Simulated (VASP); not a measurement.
Wanted: the native input for a VASP 6.6.1 run.

```yaml
Task: single point
Functional: PBE
Dispersion: D3(BJ)
Potentials_or_basis: VASP PAW PBE potentials, release 64 (Pb_d)
Cutoff: 500 eV
k_mesh: 16 × 16 × 16
Occupations: gaussian, width 0.1 eV
Spin: no spin polarisation
Dipole_correction: no
Further_INCAR_settings: ALGO = Normal; EDIFF = 1e-06; NBANDS = 13
```

The structure of Pb lies in POSCAR:

```
Pb
1.0
   -1.9796595667      1.9796595667      1.9796595667
    1.9796595667     -1.9796595667      1.9796595667
    1.9796595667      1.9796595667     -1.9796595667
Pb
1
Direct
    0.0000000000      0.0000000000      0.0000000000
```

These files were run (other wordings do the same):

INCAR

```
SYSTEM = Pb
  PREC = Accurate
  ENCUT = 500
  EDIFF = 1E-6
  ISMEAR = 0
  SIGMA = 0.1
  LREAL = .False.
  LASPH = .True.
  NELM = 120
  ALGO = Normal
  ISIF = 2
  LWAVE = .False.
  LCHARG = .True.
  GGA = PE
  IVDW = 12
  LELF = .True.
  LVHAR = .True.
  NBANDS = 13
  GGA_COMPAT = .False.
```

KPOINTS

```
regular mesh
0
Gamma
  16 16 16
  0 0 0
```

Potentials or basis: VASP PAW PBE potentials, release 64 (Pb_d).

Command:

```bash
$ cat potpaw_PBE.64/Pb_d/POTCAR > POTCAR
$ mpirun -np 1 vasp_std > vasp.out
```

It gave:

| Property | Result |
| --- | --- |
| Pressure | -1.0 GPa |
| Band gap on the k mesh | zero (band 7 reaches 14.47 eV, above the bottom of band 8 at 5.11 eV) |
| Dispersion energy per atom | -0.400 eV |

Caveat: spin-orbit coupling is left out, which moves the levels of the heavy elements; pairwise dispersion overbinds metals, which lowers pressure and volume.

Run time: 20 s on 1 thread of Intel(R) Xeon(R) 6975P-C (Granite Rapids), on a shared host, peak memory 0.19 GiB.
